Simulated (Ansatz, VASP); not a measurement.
TaN in VASP and in Ansatz

INCAR

```
SYSTEM = TaN
PREC = Accurate ; ENCUT = 600
EDIFF = 1E-6 ; ISMEAR = 0
SIGMA = 0.15 ; LREAL = .FALSE.
LASPH = .TRUE. ; NELM = 120
ALGO = Normal ; ISIF = 2
LWAVE = .FALSE. ; LCHARG = .TRUE.
GGA = CA ; LELF = .TRUE.
LVHAR = .TRUE. ; NBANDS = 16
GGA_COMPAT = .FALSE.
```

KPOINTS

```
regular mesh
0
G
  18 18 18
  0 0 0
```

POSCAR

```
TaN
1.0
    0.0000000000      2.1557928146      2.1557928146
    2.1557928146      0.0000000000      2.1557928146
    2.1557928146      2.1557928146      0.0000000000
Ta N
1 1
Direct
    0.4967417379      0.5032582621      0.5032582621
    0.0420914985     -0.0420914985     -0.0420914985
```

Input for Ansatz:

```yaml
crystal:
  lattice:
    - [0.0, 2.1557928146, 2.1557928146]
    - [2.1557928146, 0.0, 2.1557928146]
    - [2.1557928146, 2.1557928146, 0.0]
  atoms:
    - { symbol: Ta, position: [0.4967417379, 0.5032582621, 0.5032582621] }
    - { symbol: "N", position: [0.0420914985, -0.0420914985, -0.0420914985] }
basis:
  ecutwfc: 520.0
kpoints:
  mp_grid: { grid: [18, 18, 18] }
hamiltonian:
  xc: lda
  pseudopotentials: { kind: paw, azcp: { folder: soft_1 } }
scf:
  occupations: { method: gaussian, width: 0.15 }
output:
  forces: true
  stress: true
  eigenvalues: true
```

Change from the starting cell: mode 4 frozen in at -0.183 Å, equal normal strain along x, y and z -0.0083.

Alike in both runs: task single point; functional LDA; k mesh 18 × 18 × 18; occupations gaussian, width 0.15 eV; no spin polarisation.

|  | VASP | Ansatz |
| --- | --- | --- |
| version | VASP 6.6.1 | Ansatz 0.2.0 |
| potentials or method | VASP PAW LDA potentials, release 64 (Ta_sv_GW, N), cutoff 600 eV | scalar-relativistic, plane waves, PAW |
| valence electrons in the cell | 18 | 18 |

Ansatz gave:

* gap on the k mesh at the Fermi level (eV): none
* pressure (GPa): 17.8
* traceless stress, the component that is largest in VASP (GPa): 15.96
* rms of the force components (eV/Å): 1.461

**Question.** Estimate VASP's values.

**Answer.** gap on the k mesh at the Fermi level (eV): none; pressure (GPa): 19.4; traceless stress, the component that is largest in VASP (GPa): 16.21; rms of the force components (eV/Å): 1.486.

Ansatz warns that its potentials were made for another functional, while VASP's fit it. LDA's correlation is that of Perdew and Zunger in VASP and of Perdew and Wang (1992) in Ansatz. Atom by atom the forces differ by 0.025 eV/Å (rms over components). A gap of «none» marks a metal or a gap that the smearing closes.

Neither program's run includes spin-orbit coupling.
